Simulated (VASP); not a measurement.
Set up this calculation in VASP 6.6.1, as the native input.

```yaml
Task: single point
Functional: r2SCAN
Potentials_or_basis: VASP PAW PBE potentials, release 64 (B, N)
Cutoff: 520 eV
k_mesh: 12 × 12 × 6
Occupations: gaussian, width 0.05 eV
Spin: no spin polarisation
Dipole_correction: no
Further_INCAR_settings: ALGO = Normal; EDIFF = 1e-06; NBANDS = 16
```

The system is BN.

```
B N
1.0
     2.55394    0.00000    0.00000
    -1.27697    2.21178    0.00000
     0.00000    0.00000    4.22685
B N
2 2
Direct
  0.66667 0.33333 0.04704
  0.33333 0.66667 0.49972
  0.66667 0.33333 0.62528
  0.33333 0.66667 0.12528
```

This cell differs from its parent crystal: atom 1 (B) moved +0.200 Å along Cartesian [0 0 1].

These files were run (other wordings do the same):

POSCAR

```
BN
1.0
    2.5539396017      0.0000000000      0.0000000000
   -1.2769698009      2.2117765748      0.0000000000
    0.0000000000      0.0000000000      4.2268550000
B N
2 2
Direct
    0.6666666667      0.3333333333      1.0470405036
    0.3333333333      0.6666666667      0.4997240000
    0.6666666667      0.3333333333      0.6252760000
    0.3333333333      0.6666666667      0.1252760000
```

INCAR.step1

```
ALGO = Normal
EDIFF = 1E-4
ENCUT = 520
GGA = PE
ISMEAR = 0
LASPH = True
LCHARG = False
LREAL = False
LWAVE = True
NBANDS = 16
NELM = 80
PREC = Accurate
SIGMA = 0.05
```

INCAR.step2

```
ALGO = Normal
EDIFF = 1E-6
ENCUT = 520
ISIF = 2
ISMEAR = 0
ISTART = 1
LASPH = True
LCHARG = True
LELF = True
LMIXTAU = True
LREAL = False
LVHAR = True
LWAVE = False
METAGGA = R2SCAN
NBANDS = 16
NELM = 80
PREC = Accurate
SIGMA = 0.05
```

KPOINTS

```
k-points
0
Gamma
  12 12 6
```

Potentials or basis: VASP PAW PBE potentials, release 64 (B, N).

Run with:

```console
$ cat potpaw_PBE.64/B/POTCAR potpaw_PBE.64/N/POTCAR > POTCAR
$ cp INCAR.step1 INCAR
$ mpirun -np 1 vasp_std > vasp.out
$ cp INCAR.step2 INCAR
$ mpirun -np 1 vasp_std > vasp.out
```

It gave:

```
Pressure               : 2.1 GPa
Largest force          : 4.952 eV/Å
Band gap on the k mesh : 5.46 eV, indirect (least direct gap 8.18 eV)
```

Caveat: the cell differs from its parent crystal (atom 1 (B) moved +0.200 Å along Cartesian [0 0 1]); the PAW data sets were made with another functional, which shifts forces and pressure a little.

It took 90 s on 1 thread of Intel Xeon 6975P-C (shared host), peak memory 0.15 GiB.
